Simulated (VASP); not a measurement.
Write the native input for VASP 6.6.1 that does the following.

| Quantity | Value |
| --- | --- |
| Task | single point |
| Functional | PBE |
| Potentials or basis | VASP PAW PBE potentials, release 64 (Si, O) |
| Cutoff | 520 eV |
| k mesh | 6 × 6 × 8 |
| Occupations | gaussian, width 0.01 eV |
| Spin | no spin polarisation |
| Dipole correction | no |
| Further INCAR settings | ALGO = Normal; EDIFF = 1e-06; NBANDS = 25 |

The structure of SiO2 (Stishovite) lies in POSCAR:

```
SiO2
1.0
    4.1851894793      0.0000000000      0.0000000000
    0.0000000000      4.1851894793      0.0000000000
    0.0000000000      0.0000000000      2.6688395656
Si O
2 4
Direct
    0.0000000000      0.0000000000      0.0000000000
    0.5000000000      0.5000000000      0.5000000000
    0.3061010396      0.3061010396      0.0000000000
    0.1938989604      0.8061010396      0.5000000000
    0.6938989604      0.6938989604      0.0000000000
    0.8061010396      0.1938989604      0.5000000000
```

The input as run:

INCAR

```
SYSTEM = SiO2
PREC = Accurate
ENCUT = 520
EDIFF = 1E-6
ISMEAR = 0
SIGMA = 0.01
LREAL = .False.
LASPH = .True.
NELM = 80
ALGO = Normal
ISIF = 2
LWAVE = .False.
LCHARG = .False.
GGA = PE
NBANDS = 25
```

KPOINTS

```
Automatic mesh
0
Gamma
  6 6 8
  0 0 0
```

Potentials or basis: VASP PAW PBE potentials, release 64 (Si, O).

The run is started by

```bash
$ cat potpaw_PBE.64/Si/POTCAR potpaw_PBE.64/O/POTCAR > POTCAR
$ mpirun -np 1 vasp_std > vasp.out
```

Results of the run:

| Item | Value |
| --- | --- |
| Pressure | 9.8 GPa |
| Largest force | 0.101 eV/Å |
| Band gap on the k mesh | 5.54 eV, direct |

Wall time 16 s on 1 thread of Intel Xeon 6975P-C (shared host), peak memory 0.18 GiB.
